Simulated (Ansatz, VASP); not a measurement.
Fe in VASP and in Ansatz

Contents of INCAR:

```
SYSTEM = Fe
ALGO = Normal
EDIFF = 1E-6
ENCUT = 520
GGA = PS
ISIF = 2
ISMEAR = -1
ISPIN = 2
LASPH = .TRUE.
LCHARG = .FALSE.
LMAXMIX = 4
LORBIT = 11
LREAL = .FALSE.
LWAVE = .FALSE.
MAGMOM = 2.473 2.24 2.24
NBANDS = 23
NELM = 150
PREC = Accurate
SIGMA = 0.05
```

File KPOINTS:

```
k-points
0
G
  10 10 15
  0 0 0
```

POSCAR

```
Fe
1.0
    4.0449076469      0.0000000000      0.0000000000
   -2.0224538235      3.5029927782      0.0000000000
    0.0000000000      0.0000000000      2.2993385532
Fe
3
Direct
    0.0000000000      0.0000000000      0.0000000000
    0.3333333333      0.6666666667      0.5000000000
    0.6666666667      0.3333333333      0.5000000000
```

Input for Ansatz:

```yaml
crystal:
  lattice:
    - [4.0449076469, 0.0, 0.0]
    - [-2.0224538235, 3.5029927782, 0.0]
    - [0.0, 0.0, 2.2993385532]
  atoms:
    - { symbol: Fe, position: [0.0, 0.0, 0.0], spin: 2.473 }
    - { symbol: Fe, position: [0.3333333333, 0.6666666667, 0.5], spin: 2.24 }
    - { symbol: Fe, position: [0.6666666667, 0.3333333333, 0.5], spin: 2.24 }
hamiltonian:
  xc: pbesol
  pseudopotentials:
    kind: paw
    azcp:
      Fe: "pseudopotentials/Fe.paw.azcp"
basis:
  ecutwfc: 420
  fft_grid_basis: typed
kpoints:
  mp_grid: { grid: [10, 10, 15], shift: [0, 0, 0] }
magnetization:
  spin_polarized: true
scf:
  occupations: { method: fermi_dirac, width: 0.05 }
  lower_state_search: "off"
output:
  stress: true
```

Alike in both runs: task single point; functional PBEsol; k mesh 10 × 10 × 15; occupations fermi-dirac, width 0.05 eV; collinear spin.

```csv
,VASP,Ansatz
version,VASP 6.6.1,Ansatz 0.2.0
potentials or method,"VASP PAW PBE potentials, release 64 (Fe), cutoff 520 eV","plane waves (420 eV) with PAW, scalar-relativistic"
valence electrons in the cell,24,48
```

```tsv
	VASP	Ansatz	Ansatz less VASP
pressure (GPa)	-10.9	3.9	+14.76
traceless stress, the component that is largest in VASP (GPa)	12.96	4.06	-8.896
net moment per atom (μB)	1.20	2.03	+0.834
size of the moment on the site where the two differ most (μB)	0.73	2.28	+1.545
```

The net moments are unlike, so the other rows may belong to different states. VASP's potentials were made for PBE, not for PBEsol, and Ansatz warns of the same on its side. Site moments also hang on the region over which each program counts them. VASP's potentials hold 24 valence electrons a cell and Ansatz's 48, so a difference there can come from the potentials and not from the codes.
